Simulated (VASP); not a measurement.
# CsTa3 (Pm-3m) in VASP: relaxation of cell and atoms with PBE

Aim: the relaxation of cell and atoms of CsTa3 with PBE.

Everything below comes from runs of VASP 6.6.1. Logs are shortened: lines on timing, memory, paths and dates and some standing lists are left out, and cuts for length are marked.

## Step 1: The cell of the first run

It takes space group Pm-3m (No. 221, cubic). The conventional cell has a = 4.536 Å, b = 4.536 Å, c = 4.536 Å, α = 90.00°, β = 90.00°, γ = 90.00°. Cs (site symmetry m-3m) has 12 Ta at 3.21 Å within 4.2 Å. Within 4.2 Å of Ta (site symmetry 4/mmm) lie 4 Cs at 3.21 Å and 8 Ta at 3.21 Å.

## Step 2: Relaxation of cell and atoms, PBE

Input file INCAR:

```
ALGO = Normal
EDIFF = 1E-7
EDIFFG = -0.04
ENCUT = 500
GGA = PE
GGA_COMPAT = False
IBRION = 2
ISIF = 3
ISMEAR = 0
LASPH = True
LCHARG = False
LREAL = False
LWAVE = False
NELM = 120
NELMIN = 4
NSW = 90
PREC = Accurate
SIGMA = 0.1
```

Input file KPOINTS:

```
k-points
0
Gamma
  4 4 4
```

Input file POSCAR:

```
CsTa3
1.0
    4.5359956977      0.0000000000      0.0000000000
    0.0000000000      4.5359956977      0.0000000000
    0.0000000000      0.0000000000      4.5359956977
Cs Ta
1 3
Direct
    0.0000000000      0.0000000000      0.0000000000
    0.0000000000      0.5000000000      0.5000000000
    0.5000000000      0.0000000000      0.5000000000
    0.5000000000      0.5000000000      0.0000000000
```

Potentials or basis: VASP PAW PBE potentials, release 64 (Cs_sv, Ta_sv_GW).

Started as:

```console
$ cat potpaw_PBE.64/Cs_sv/POTCAR potpaw_PBE.64/Ta_sv_GW/POTCAR > POTCAR
$ mpirun -np 1 vasp_std > vasp.out
```

OUTCAR:

```text
EDIFF = 1E-7
   EDIFFG = -0.04
   ENCUT = 500
   GGA = PE
   IBRION = 2
   ISIF = 3
   ISMEAR = 0
   LASPH = True
   LREAL = False
   NELM = 120
   NELMIN = 4
   NSW = 90
   PREC = Accurate

 ion  position               nearest neighbor table
   1  0.000  0.000  0.000-   2 3.21   3 3.21   4 3.21   2 3.21   3 3.21   2 3.21   4 3.21   2 3.21
                             3 3.21   4 3.21   3 3.21   4 3.21
   2  0.000  0.500  0.500-   1 3.21   3 3.21   4 3.21   1 3.21   4 3.21   1 3.21   3 3.21   1 3.21
                             3 3.21   4 3.21   4 3.21   3 3.21
   3  0.500  0.000  0.500-   1 3.21   2 3.21   4 3.21   1 3.21   4 3.21   2 3.21   4 3.21   4 3.21
                             1 3.21   2 3.21   1 3.21   2 3.21
   4  0.500  0.500  0.000-   1 3.21   2 3.21   3 3.21   2 3.21   3 3.21   1 3.21   3 3.21   3 3.21
                             1 3.21   2 3.21   2 3.21   1 3.21

  LATTYP: Found a simple cubic cell.
 ALAT       =     4.5359956977

  Lattice vectors:

 A1 = (   4.5359956977,   0.0000000000,   0.0000000000)
 A2 = (   0.0000000000,   4.5359956977,   0.0000000000)
 A3 = (   0.0000000000,   0.0000000000,   4.5359956977)

Analysis of symmetry for initial positions (statically):
=====================================================================
 Subroutine PRICEL returns:
 Original cell was already a primitive cell.

 Routine SETGRP: Setting up the symmetry group for a
 simple cubic supercell.

 Subroutine GETGRP returns: Found 48 space group operations
 (whereof 48 operations were pure point group operations)
 out of a pool of 48 trial point group operations.

The static configuration has the point symmetry O_h .

Analysis of symmetry for dynamics (positions and initial velocities):
=====================================================================
 Subroutine PRICEL returns:
 Original cell was already a primitive cell.

 Routine SETGRP: Setting up the symmetry group for a
 simple cubic supercell.

 Subroutine GETGRP returns: Found 48 space group operations
 (whereof 48 operations were pure point group operations)
 out of a pool of 48 trial point group operations.

The dynamic configuration has the point symmetry O_h .

 Subroutine INISYM returns: Found 48 space group operations
 (whereof 48 operations are pure point group operations),
 and found     1 'primitive' translations

----------------------------------------------------------------------------------------

                                     Primitive cell

  volume of cell :      93.3293

  direct lattice vectors                    reciprocal lattice vectors
     4.535995698  0.000000000  0.000000000     0.220458763  0.000000000  0.000000000
     0.000000000  4.535995698  0.000000000     0.000000000  0.220458763  0.000000000
     0.000000000  0.000000000  4.535995698     0.000000000  0.000000000  0.220458763

  length of vectors
     4.535995698  4.535995698  4.535995698     0.220458763  0.220458763  0.220458763

  position of ions in fractional coordinates (direct lattice)
     0.000000000  0.000000000  0.000000000
     0.000000000  0.500000000  0.500000000
     0.500000000  0.000000000  0.500000000
     0.500000000  0.500000000  0.000000000

  ion indices of the primitive-cell ions
   primitive index   ion index
                 1           1
                 2           2
                 3           3
                 4           4

----------------------------------------------------------------------------------------

 KPOINTS: k-points

Automatic generation of k-mesh.
 Grid dimensions read from file:
 generate k-points for:    4    4    4

 Generating k-lattice:

  Cartesian coordinates                     Fractional coordinates (reciprocal lattice)
     0.055114691  0.000000000  0.000000000     0.250000000  0.000000000  0.000000000
     0.000000000  0.055114691  0.000000000     0.000000000  0.250000000  0.000000000
     0.000000000  0.000000000  0.055114691     0.000000000  0.000000000  0.250000000

  Length of vectors
     0.055114691  0.055114691  0.055114691

  Shift w.r.t. Gamma in fractional coordinates (k-lattice)
     0.000000000  0.000000000  0.000000000

 Subroutine IBZKPT returns following result:
 ===========================================

 Found     10 irreducible k-points:

 Following reciprocal coordinates:
            Coordinates               Weight
  0.000000  0.000000  0.000000      1.000000
  0.250000  0.000000  0.000000      6.000000
  0.500000  0.000000  0.000000      3.000000
  0.250000  0.250000  0.000000     12.000000
  0.500000  0.250000  0.000000     12.000000
  0.500000  0.500000  0.000000      3.000000
  0.250000  0.250000  0.250000      8.000000
  0.500000  0.250000  0.250000     12.000000
  0.500000  0.500000  0.250000      6.000000
  0.500000  0.500000  0.500000      1.000000
   k-points           NKPTS =     10   k-points in BZ     NKDIM =     10   number of bands    NBANDS=     28
   number of dos      NEDOS =    301   number of ions     NIONS =      4
   total plane-waves  NPLWV =  46656
   dimension x,y,z NGX =    36 NGY =   36 NGZ =   36
   dimension x,y,z NGXF=    72 NGYF=   72 NGZF=   72
   ions per type =               1   3
   NGX,Y,Z   is equivalent  to a cutoff of  13.19, 13.19, 13.19 a.u.
   NGXF,Y,Z  is equivalent  to a cutoff of  26.39, 26.39, 26.39 a.u.
 SYSTEM =  unknown system
   PREC   = accura    normal or accurate (medium, high low for compatibility)
   ISTART =      0    job   : 0-new  1-cont  2-samecut
   ICHARG =      2    charge: 1-file 2-atom 10-const
   ISPIN  =      1    spin polarized calculation?
   LNONCOLLINEAR =      F non collinear calculations
   LSORBIT =      F    spin-orbit coupling
   LASPH  =      T    aspherical Exc in radial PAW
   ENCUT  =  500.0 eV  36.75 Ry    6.06 a.u.   8.27  8.27  8.27*2*pi/ulx,y,z
   NELM   =    120;   NELMIN=  4; NELMDL= -5     # of ELM steps
   EDIFF  = 0.1E-06   stopping-criterion for ELM
   LREAL  =      F    real-space projection
   EDIFFG = -.4E-01   stopping-criterion for IOM
   NSW    =     90    number of steps for IOM
   IBRION =      2    ionic relax: 0-MD 1-quasi-New 2-CG
   NFREE  =      1    steps in history (QN), initial steepest desc. (CG)
   ISIF   =      3    stress and relaxation
   ISYM   =      2    0-nonsym 1-usesym 2-fastsym
   POTIM  = 0.5000    time-step for ionic-motion
   TEBEG  =    0.0;   TEEND  =   0.0 temperature during run
   PSTRESS=    0.0 pullay stress
   NELECT =      48.0000    total number of electrons
   NUPDOWN=      -1.0000    fix difference up-down
   EMIN   =  10.00;   EMAX   =-10.00  energy-range for DOS
   EFERMI =   0.00;   METHOD = LEGACY
   ISMEAR =     0;   SIGMA  =   0.10  broadening in eV -4-tet -1-fermi 0-gaus
   EFERMI_NEDOS =   21; number of points for ismear=-14 and -15
   IALGO  =     38    algorithm
   IMIX   =      4    mixing-type and parameters
     AMIX     =   0.40;   BMIX     =  1.00
     AMIX_MAG =   1.60;   BMIX_MAG =  1.00
  volume/ion in A,a.u.               =      23.33       157.45
  Fermi-wavevector in a.u.,A,eV,Ry     =   1.311644  2.478648 23.407595  1.720410
  Thomas-Fermi vector in A             =   2.442091
   LORBIT       =      0    0 simple, 1 ext, 2 COOP (PROOUT), +10 PAW based schemes
   GGA     = PE    functional components
   LHFCALC =     F    Hartree Fock is set to
   AEXX    =    0.0000 exact exchange contribution
   IVDW    =     0    specifies the selected vdW correction
   LEPSILON=     F    determine dielectric tensor
   LRPA    =     F    only Hartree local field effects (RPA)
 conjugate gradient relaxation of ions
 non-spin polarized calculation
 Gauss-broadening in eV      SIGMA  =   0.10
  energy-cutoff  :      500.00
  volume of cell :       93.33
 maximum number of plane-waves:      2392
 NGX is ok and might be reduce to    36
   NGX = 17   NGY = 17   NGZ = 17

--------------------------------------- Ionic step        1  -------------------------------------------

 number of electron      47.9999991 magnetization

 Free energy of the ion-electron system (eV)
  ---------------------------------------------------
  ext. energy  EPLUGINS =         0.00000000
  ---------------------------------------------------
  free energy    TOTEN  =       -35.96071532 eV

  energy without entropy =      -35.93860044  energy(sigma->0) =      -35.94965788

------------------------ aborting loop because EDIFF is reached ----------------------------------------

  FORCE on cell =-STRESS in cart. coord.  units (eV):
  Direction    XX          YY          ZZ          XY          YZ          ZX
  --------------------------------------------------------------------------------------
  -------------------------------------------------------------------------------------
  Total       -4.1340981     -4.1340981     -4.1340981      0.0000000      0.0000000      0.0000000
  in kB      -70.9697805    -70.9697805    -70.9697805      0.0000000      0.0000000      0.0000000
  external PRESSURE =     -70.9697805 kB  Pullay stress =       0.0000000 kB
[... 61 lines left out ...]
  energy  without entropy=      -35.9307621924  energy(sigma->0) =      -35.94849897

--------------------------------------- Ionic step        3  -------------------------------------------

 number of electron      48.0000008 magnetization

 Free energy of the ion-electron system (eV)
  ---------------------------------------------------
  ext. energy  EPLUGINS =         0.00000000
  ---------------------------------------------------
  free energy    TOTEN  =       -36.12520106 eV

  energy without entropy =      -36.09467904  energy(sigma->0) =      -36.10994005

 E-fermi :   8.8898     XC(G=0): -12.0468

 val. band max:        8.8646915328   @ k =   0.5000   0.5000   0.0000
 cond. band min:       8.8998396708   @ k =   0.2500   0.2500   0.0000
 fundamental gap:      0.0351481380
 Fermi energy:         8.8898172709

 k-point     1 :       0.0000    0.0000    0.0000
  band No.  band energies     occupation
      1     -59.5016      2.00000
      2     -59.4554      2.00000
      3     -59.4554      2.00000
      4     -26.1126      2.00000
      5     -26.1126      2.00000
      6     -26.1126      2.00000
[... 330 lines left out ...]
  FREE ENERGIE OF THE ION-ELECTRON SYSTEM (eV)
  ---------------------------------------------------
  free  energy   TOTEN  =       -36.1252010613 eV

  energy  without entropy=      -36.0946790385  energy(sigma->0) =      -36.10994005

 reached required accuracy - stopping structural energy minimisation
```

Wall time 76 s (1 thread of AMD EPYC 9R45 (Zen 5), shared host); peak memory 0.19 GiB.

Results:

```yaml
Free_energy: -36.1252 eV
Relaxed_volume: 21.59 Å³/atom
Relaxed_cell: a = 4.420 Å, b = 4.420 Å, c = 4.420 Å, α = 90.00°, β = 90.00°, γ = 90.00°
Space_group_after_relaxing_to_0.1_Å: Pm-3m (No. 221)
Energy_gained_by_relaxing: 41.1 meV/atom
Ionic_steps: 3
Pressure_after_relaxing: -0.1 GPa
Band_gap_on_the_k_mesh: zero (bands 24 and 25 overlap by 1.12 eV)
```

Step by step:
| step | energy change (eV) | largest force (eV/Å) | pressure (GPa) | volume (Å³) |
| --- | --- | --- | --- | --- |
| 1 | 0.0000 | 0.0000 | -7.10 | 93.33 |
| 2 | -0.0055 | 0.0000 | 8.57 | 80.05 |
| 3 | -0.1645 | 0.0000 | -0.07 | 86.38 |

Final structure:
```xyz
4
Lattice="4.4204 0.0000 0.0000 0.0000 4.4204 0.0000 0.0000 0.0000 4.4204" Properties=species:S:1:pos:R:3 pbc="T T T"
Cs    0.0000    0.0000    0.0000
Ta    0.0000    2.2102    2.2102
Ta    2.2102    0.0000    2.2102
Ta    2.2102    2.2102    0.0000
```

Caveat: spin-orbit coupling is left out, which moves the levels of the heavy elements.

The gap in the log of VASP goes by the Fermi energy; the results here count the filled bands.